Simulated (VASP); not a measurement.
# Cs (Fm-3m) in VASP: further runs

Cs is run at these levels: LDA; tasks: single point, relaxation of cell and atoms.

Program: VASP 6.6.1. These are calculated values, not measurements. Logs are shortened: lines on timing, memory, paths and dates and some standing lists are left out, and cuts for length are marked.

## (1) The cell of the first run

Symmetry: Fm-3m, No. 225, cubic system. Conventional cell: a = 7.553 Å, b = 7.553 Å, c = 7.553 Å, α = 90.00°, β = 90.00°, γ = 90.00°.

## (2) Single point, LDA (volume scaled by 1.12)

INCAR

```
PREC = Accurate ; ENCUT = 520
EDIFF = 1E-7 ; ISMEAR = -1
SIGMA = 0.1 ; LREAL = False
LASPH = True ; NELM = 60
ALGO = Normal ; ISIF = 2
LWAVE = False ; LCHARG = False
NBANDS = 10
```

KPOINTS

```
regular mesh
0
Gamma
  9 9 9
```

POSCAR

```
Cs
1.0
    0.0000000000      3.7764277781      3.7764277781
    3.7764277781      0.0000000000      3.7764277781
    3.7764277781      3.7764277781      0.0000000000
Cs
1
Direct
    0.0000000000      0.0000000000      0.0000000000
```

Potentials or basis: VASP PAW LDA potentials, release 64 (Cs_sv).

Started as:

```bash
$ cat potpaw_LDA.64/Cs_sv/POTCAR > POTCAR
$ mpirun -np 1 vasp_std > vasp.out
```

OUTCAR:

```text
PREC = Accurate
   ENCUT = 520
   EDIFF = 1E-7
   ISMEAR = -1
   LREAL = False
   LASPH = True
   NELM = 60
   ISIF = 2

 ion  position               nearest neighbor table
   1  0.000  0.000  0.000-

  LATTYP: Found a face centered cubic cell.
 ALAT       =     7.5528555562

  Lattice vectors:

 A1 = (   0.0000000000,   3.7764277781,   3.7764277781)
 A2 = (   3.7764277781,   0.0000000000,   3.7764277781)
 A3 = (   3.7764277781,   3.7764277781,   0.0000000000)

Analysis of symmetry for initial positions (statically):
=====================================================================
 Subroutine PRICEL returns:
 Original cell was already a primitive cell.

 Routine SETGRP: Setting up the symmetry group for a
 face centered cubic supercell.

 Subroutine GETGRP returns: Found 48 space group operations
 (whereof 48 operations were pure point group operations)
 out of a pool of 48 trial point group operations.

The static configuration has the point symmetry O_h .

Analysis of symmetry for dynamics (positions and initial velocities):
=====================================================================
 Subroutine PRICEL returns:
 Original cell was already a primitive cell.

 Routine SETGRP: Setting up the symmetry group for a
 face centered cubic supercell.

 Subroutine GETGRP returns: Found 48 space group operations
 (whereof 48 operations were pure point group operations)
 out of a pool of 48 trial point group operations.

The dynamic configuration has the point symmetry O_h .

 Subroutine INISYM returns: Found 48 space group operations
 (whereof 48 operations are pure point group operations),
 and found     1 'primitive' translations

----------------------------------------------------------------------------------------

                                     Primitive cell

  volume of cell :     107.7143

  direct lattice vectors                    reciprocal lattice vectors
     0.000000000  3.776427778  3.776427778    -0.132400255  0.132400255  0.132400255
     3.776427778  0.000000000  3.776427778     0.132400255 -0.132400255  0.132400255
     3.776427778  3.776427778  0.000000000     0.132400255  0.132400255 -0.132400255

  length of vectors
     5.340675381  5.340675381  5.340675381     0.229323968  0.229323968  0.229323968

  position of ions in fractional coordinates (direct lattice)
     0.000000000  0.000000000  0.000000000

  ion indices of the primitive-cell ions
   primitive index   ion index
                 1           1

----------------------------------------------------------------------------------------

 KPOINTS: regular mesh

Automatic generation of k-mesh.
 Grid dimensions read from file:
 generate k-points for:    9    9    9

 Generating k-lattice:

  Cartesian coordinates                     Fractional coordinates (reciprocal lattice)
    -0.014711139  0.014711139  0.014711139     0.111111111  0.000000000  0.000000000
     0.014711139 -0.014711139  0.014711139     0.000000000  0.111111111  0.000000000
     0.014711139  0.014711139 -0.014711139     0.000000000  0.000000000  0.111111111

  Length of vectors
     0.025480441  0.025480441  0.025480441

  Shift w.r.t. Gamma in fractional coordinates (k-lattice)
     0.000000000  0.000000000  0.000000000

 Subroutine IBZKPT returns following result:
 ===========================================

 Found     35 irreducible k-points:

 Following reciprocal coordinates:
            Coordinates               Weight
  0.000000  0.000000  0.000000      1.000000
  0.111111  0.000000  0.000000      8.000000
  0.222222  0.000000  0.000000      8.000000
  0.333333  0.000000  0.000000      8.000000
  0.444444  0.000000  0.000000      8.000000
  0.111111  0.111111  0.000000      6.000000
[... 16 lines left out ...]
 -0.333333  0.333333  0.000000     12.000000
  0.444444  0.444444  0.000000      6.000000
 [... further k-points ...]
   k-points           NKPTS =     35   k-points in BZ     NKDIM =     35   number of bands    NBANDS=     10
   number of dos      NEDOS =    301   number of ions     NIONS =      1
   total plane-waves  NPLWV =  64000
   dimension x,y,z NGX =    40 NGY =   40 NGZ =   40
   dimension x,y,z NGXF=    80 NGYF=   80 NGZF=   80
   ions per type =               1
   NGX,Y,Z   is equivalent  to a cutoff of  12.45, 12.45, 12.45 a.u.
   NGXF,Y,Z  is equivalent  to a cutoff of  24.90, 24.90, 24.90 a.u.
 SYSTEM =  unknown system
   PREC   = accura    normal or accurate (medium, high low for compatibility)
   ISTART =      0    job   : 0-new  1-cont  2-samecut
   ICHARG =      2    charge: 1-file 2-atom 10-const
   ISPIN  =      1    spin polarized calculation?
   LNONCOLLINEAR =      F non collinear calculations
   LSORBIT =      F    spin-orbit coupling
   LASPH  =      T    aspherical Exc in radial PAW
   ENCUT  =  520.0 eV  38.22 Ry    6.18 a.u.   9.93  9.93  9.93*2*pi/ulx,y,z
   NELM   =     60;   NELMIN=  2; NELMDL= -5     # of ELM steps
   EDIFF  = 0.1E-06   stopping-criterion for ELM
   LREAL  =      F    real-space projection
   EDIFFG = 0.1E-05   stopping-criterion for IOM
   NSW    =      0    number of steps for IOM
   IBRION =     -1    ionic relax: 0-MD 1-quasi-New 2-CG
   NFREE  =      0    steps in history (QN), initial steepest desc. (CG)
   ISIF   =      2    stress and relaxation
   ISYM   =      2    0-nonsym 1-usesym 2-fastsym
   POTIM  = 0.5000    time-step for ionic-motion
   TEBEG  =    0.0;   TEEND  =   0.0 temperature during run
   PSTRESS=    0.0 pullay stress
   NELECT =       9.0000    total number of electrons
   NUPDOWN=      -1.0000    fix difference up-down
   EMIN   =  10.00;   EMAX   =-10.00  energy-range for DOS
   EFERMI =   0.00;   METHOD = LEGACY
   ISMEAR =    -1;   SIGMA  =   0.10  broadening in eV -4-tet -1-fermi 0-gaus
   EFERMI_NEDOS =   21; number of points for ismear=-14 and -15
   IALGO  =     38    algorithm
   IMIX   =      4    mixing-type and parameters
     AMIX     =   0.40;   BMIX     =  1.00
     AMIX_MAG =   1.60;   BMIX_MAG =  1.00
  volume/ion in A,a.u.               =     107.71       726.89
  Fermi-wavevector in a.u.,A,eV,Ry     =   0.715700  1.352477  6.969269  0.512227
  Thomas-Fermi vector in A             =   1.803929
   LORBIT       =      0    0 simple, 1 ext, 2 COOP (PROOUT), +10 PAW based schemes
   GGA     = CA    functional components
   LHFCALC =     F    Hartree Fock is set to
   AEXX    =    0.0000 exact exchange contribution
   IVDW    =     0    specifies the selected vdW correction
   LEPSILON=     F    determine dielectric tensor
   LRPA    =     F    only Hartree local field effects (RPA)
 non-spin polarized calculation
  energy-cutoff  :      520.00
  volume of cell :      107.71
 maximum number of plane-waves:      2913
   NGX = 19   NGY = 19   NGZ = 19

 number of electron       9.0000002 magnetization

 Free energy of the ion-electron system (eV)
  ---------------------------------------------------
  ext. energy  EPLUGINS =         0.00000000
  ---------------------------------------------------
  free energy    TOTEN  =        -1.00590898 eV

  energy without entropy =       -0.96701140  energy(sigma->0) =       -0.98646019

 E-fermi :   0.4518     XC(G=0):  -5.7124

 val. band max:        0.3550774768   @ k =   0.4444   0.2222   0.0000
 cond. band min:       0.4869227683   @ k =   0.4444   0.3333   0.0000
 fundamental gap:      0.1318452915
 Fermi energy:         0.4517912592

 k-point     1 :       0.0000    0.0000    0.0000
  band No.  band energies     occupation
      1     -23.3279      2.00000
      2     -10.0535      2.00000
      3     -10.0535      2.00000
      4     -10.0535      2.00000
      5      -1.3008      2.00000
      6       2.8776      0.00000
      7       2.8776      0.00000
      8       2.8776      0.00000
      9       4.0154      0.00000
     10       4.0154      0.00000

 k-point     2 :       0.1111    0.0000    0.0000
  band No.  band energies     occupation
      1     -23.3269      2.00000
      2     -10.0748      2.00000
      3     -10.0563      2.00000
      4     -10.0563      2.00000
      5      -1.1621      2.00000
      6       2.6436      0.00000
      7       2.9401      0.00000
      8       2.9401      0.00000
      9       3.9068      0.00000
     10       3.9068      0.00000

 k-point     3 :       0.2222    0.0000    0.0000
  band No.  band energies     occupation
      1     -23.3244      2.00000
      2     -10.1276      2.00000
      3     -10.0633      2.00000
      4     -10.0633      2.00000
      5      -0.7742      1.99999
      6       2.1925      0.00000
      7       2.9931      0.00000
      8       2.9931      0.00000
      9       3.8748      0.00000
     10       3.8748      0.00000

 k-point     4 :       0.3333    0.0000    0.0000
  band No.  band energies     occupation
      1     -23.3215      2.00000
      2     -10.1860      2.00000
      3     -10.0713      2.00000
      4     -10.0713      2.00000
      5      -0.2280      1.99777
      6       1.7579      0.00000
      7       2.8702      0.00000
      8       2.8702      0.00000
      9       4.2493      0.00000
     10       4.2493      0.00000

 k-point     5 :       0.4444    0.0000    0.0000
  band No.  band energies     occupation
      1     -23.3197      2.00000
      2     -10.2232      2.00000
      3     -10.0765      2.00000
      4     -10.0765      2.00000
      5       0.2742      1.71040
      6       1.4161      0.00013
      7       2.7547      0.00000
      8       2.7547      0.00000
      9       4.7664      0.00000
     10       4.7665      0.00000

 k-point     6 :       0.1111    0.1111    0.0000
  band No.  band energies     occupation
      1     -23.3265      2.00000
      2     -10.0742      2.00000
      3     -10.0610      2.00000
      4     -10.0610      2.00000
      5      -1.1160      2.00000
      6       2.5887      0.00000
      7       2.9681      0.00000
      8       2.9681      0.00000
      9       3.6107      0.00000
     10       4.0952      0.00000
[... 183 lines left out ...]
 k-point    21 :       0.4444    0.3333    0.0000
  band No.  band energies     occupation
      1     -23.3179      2.00000
      2     -10.1980      2.00000
      3     -10.1160      2.00000
      4     -10.1071      2.00000
      5       0.4869      0.82613
      6       1.5522      0.00003
      7       2.0116      0.00000
      8       3.8097      0.00000
      9       4.0534      0.00000
     10       4.9240      0.00000

 k-point    22 :      -0.4444    0.3333    0.0000
  band No.  band energies     occupation
      1     -23.3170      2.00000
      2     -10.1962      2.00000
      3     -10.1420      2.00000
      4     -10.1048      2.00000
      5       0.9265      0.01720
      6       1.4172      0.00013
      7       1.9126      0.00000
      8       3.6205      0.00000
      9       3.7688      0.00000
     10       4.8596      0.00000

 k-point    23 :      -0.3333    0.3333    0.0000
  band No.  band energies     occupation
      1     -23.3173      2.00000
      2     -10.1714      2.00000
      3     -10.1701      2.00000
      4     -10.0951      2.00000
      5       1.1020      0.00300
      6       1.3571      0.00023
      7       1.8009      0.00000
      8       3.3813      0.00000
      9       3.7903      0.00000
     10       4.4084      0.00000

 k-point    24 :       0.4444    0.4444    0.0000
  band No.  band energies     occupation
      1     -23.3169      2.00000
      2     -10.2130      2.00000
      3     -10.1150      2.00000
      4     -10.1150      2.00000
      5       0.6155      0.32572
      6       1.4619      0.00008
      7       2.0216      0.00000
      8       4.4112      0.00000
      9       4.4112      0.00000
     10       4.8500      0.00000

 [... further k-points ...]

------------------------ aborting loop because EDIFF is reached ----------------------------------------

  FORCE on cell =-STRESS in cart. coord.  units (eV):
  Direction    XX          YY          ZZ          XY          YZ          ZX
  --------------------------------------------------------------------------------------
  -------------------------------------------------------------------------------------
  Total       -0.1617209     -0.1617209     -0.1617209     -0.0000000     -0.0000000      0.0000000
  in kB       -2.4054887     -2.4054887     -2.4054887     -0.0000000     -0.0000000      0.0000000
  external PRESSURE =      -2.4054887 kB  Pullay stress =       0.0000000 kB

 VOLUME and BASIS-vectors are now :
 -----------------------------------------------------------------------------
  energy-cutoff  :      520.00
  volume of cell :      107.71
      direct lattice vectors                 reciprocal lattice vectors
     0.000000000  3.776427778  3.776427778    -0.132400255  0.132400255  0.132400255
     3.776427778  0.000000000  3.776427778     0.132400255 -0.132400255  0.132400255
     3.776427778  3.776427778  0.000000000     0.132400255  0.132400255 -0.132400255

 POSITION                                       TOTAL-FORCE (eV/Angst)
 -----------------------------------------------------------------------------------
      0.00000      0.00000      0.00000         0.000000      0.000000     -0.000000
 -----------------------------------------------------------------------------------
    total drift:                               -0.000000     -0.000000     -0.000000

  FREE ENERGIE OF THE ION-ELECTRON SYSTEM (eV)
  ---------------------------------------------------
  free  energy   TOTEN  =        -1.0059089810 eV

  energy  without entropy=       -0.9670113972  energy(sigma->0) =       -0.98646019
```

Run time: 32 s. Hardware: 1 thread of Intel Xeon 8259CL, shared host; peak memory 0.2 GiB.

What came out:

- Free energy: -1.0059 eV
- Pressure: -0.2 GPa

Levels at points of the mesh, in eV from the Fermi level:
```tsv
k point	band 1	band 2	band 3	band 4	band 5	band 6	band 7	band 8	band 9	band 10
(0.00, 0.00, 0.00)	-23.78	-10.51	-10.51	-10.51	-1.75	2.43	2.43	2.43	3.56	3.56
```

Caveat: the cell differs from its parent crystal (volume scaled by 1.12); spin-orbit coupling is left out, which moves the levels of the heavy elements.

## (3) Relaxation of cell and atoms, LDA

This run uses another cell than the first one, of 110.45 Å³/atom, 1.025 times its volume.

INCAR

```
  PREC = Accurate
  ENCUT = 600
  EDIFF = 1E-6
  ISMEAR = -1
  SIGMA = 0.1
  LREAL = F
  LASPH = T
  NELM = 100
  ALGO = Normal
  ISIF = 3
  LWAVE = F
  LCHARG = F
  GGA = CA
  IBRION = 2
  NSW = 80
  EDIFFG = -0.01
```

KPOINTS

```
Automatic mesh
0
Gamma
  7 7 7
```

POSCAR

```
Cs
1.0
    0.0000000000      3.8081113733      3.8081113733
    3.8081113733      0.0000000000      3.8081113733
    3.8081113733      3.8081113733      0.0000000000
Cs
1
Direct
    0.0000000000      0.0000000000      0.0000000000
```

Potentials or basis: VASP PAW LDA potentials, release 64 (Cs_sv).

Started as:

```bash
$ cat potpaw_LDA.64/Cs_sv/POTCAR > POTCAR
$ mpirun -np 1 vasp_std > vasp.out
```

Run time: 76 s. Hardware: 1 thread of Intel Xeon 8259CL, shared host; peak memory 0.26 GiB.

It converged, with:

```yaml
Free_energy: -1.0178 eV
Relaxed_volume: 95.50 Å³/atom
Relaxed_cell: a = 5.131 Å, b = 5.131 Å, c = 5.131 Å, α = 60.00°, β = 60.00°, γ = 60.00°
Space_group_after_relaxing_to_0.05_Å: Fm-3m (No. 225)
Energy_gained_by_relaxing: 14.1 meV/atom
Ionic_steps: 4
Pressure_after_relaxing: 0.0 GPa
```

The path:
```csv
step,energy change (eV),largest force (eV/Å),pressure (GPa),volume (Å³)
1,0.0000,0.0000,-0.28,110.45
2,-0.0049,0.0000,-0.23,107.37
3,-0.0135,0.0000,-0.07,98.50
4,-0.0141,0.0000,0.01,95.50
```

Final structure:
```yaml
crystal:
  lattice:
    - [0.00000, 3.62792, 3.62792]
    - [3.62792, 0.00000, 3.62792]
    - [3.62792, 3.62792, 0.00000]
  atoms:
    - { symbol: Cs, position: [0.00000, 0.00000, 0.00000] }
```

Levels at points of the mesh, in eV from the Fermi level:
| k point | band 1 | band 2 | band 3 | band 4 | band 5 | band 6 | band 7 | band 8 |
| --- | --- | --- | --- | --- | --- | --- | --- | --- |
| (0.00, 0.00, 0.00) | -23.72 | -10.41 | -10.41 | -10.41 | -1.87 | 2.49 | 2.49 | 2.49 |

Caveat: spin-orbit coupling is left out, which moves the levels of the heavy elements.

## (4) Single point, LDA

This run uses another cell than the first one, of 96.17 Å³/atom, 0.893 times its volume.

INCAR

```
SYSTEM = Cs
ALGO = Normal
EDIFF = 1E-7
ENCUT = 520
ISIF = 2
ISMEAR = -1
LASPH = .TRUE.
LCHARG = .FALSE.
LREAL = .FALSE.
LWAVE = .FALSE.
NBANDS = 10
NELM = 60
PREC = Accurate
SIGMA = 0.1
```

KPOINTS

```
k-points
0
G
  12 12 12
  0 0 0
```

POSCAR

```
Cs
1.0
    0.0000000000      3.6364295308      3.6364295308
    3.6364295308      0.0000000000      3.6364295308
    3.6364295308      3.6364295308      0.0000000000
Cs
1
Direct
    0.0000000000      0.0000000000      0.0000000000
```

Started as:

```bash
$ cat potpaw_LDA.64/Cs_sv/POTCAR > POTCAR
$ mpirun -np 1 vasp_std > vasp.out
```

Run time: 68 s. Hardware: 1 thread of Intel Xeon 8259CL, shared host; peak memory 0.23 GiB.

It converged, with:

```
Free energy : -1.0141 eV
Pressure    : 0.0 GPa
```

Levels at points of the mesh, in eV from the Fermi level:
| k point | band 1 | band 2 | band 3 | band 4 | band 5 | band 6 | band 7 | band 8 | band 9 | band 10 |
| --- | --- | --- | --- | --- | --- | --- | --- | --- | --- | --- |
| (0.00, 0.00, 0.00) | -23.71 | -10.41 | -10.41 | -10.41 | -1.86 | 2.49 | 2.49 | 2.49 | 3.76 | 3.76 |
| (0.50, 0.00, 0.00) | -23.70 | -10.67 | -10.45 | -10.45 | -0.12 | 1.05 | 2.34 | 2.34 | 4.73 | 4.73 |
| (0.50, 0.50, 0.00) | -23.70 | -10.65 | -10.50 | -10.50 | 0.14 | 0.91 | 1.81 | 4.59 | 4.59 | 4.75 |

Caveat: spin-orbit coupling is left out, which moves the levels of the heavy elements.

## (5) The runs side by side

| task | cell | k mesh | cutoff (eV) | gap on the mesh (eV) | pressure (GPa) |
| --- | --- | --- | --- | --- | --- |
| single point | a = 5.341 Å, angles 60.0°, 1 atom | 9 × 9 × 9 | 520 | none | -0.2 |
| relaxation of cell and atoms | relaxed from a = 5.385 Å, angles 60.0°, 1 atom | 7 × 7 × 7 | 600 | none | 0.0 |
| single point | a = 5.143 Å, angles 60.0°, 1 atom | 12 × 12 × 12 | 520 | none | 0.0 |

Alike in all rows: level LDA; potentials or basis VASP PAW LDA potentials, release 64 (Cs_sv); no spin polarisation; smearing fermi-dirac 0.1 eV.

Caveats: spin-orbit coupling is left out, which moves the levels of the heavy elements.

Absolute energies hang on the potentials; compare differences alone.
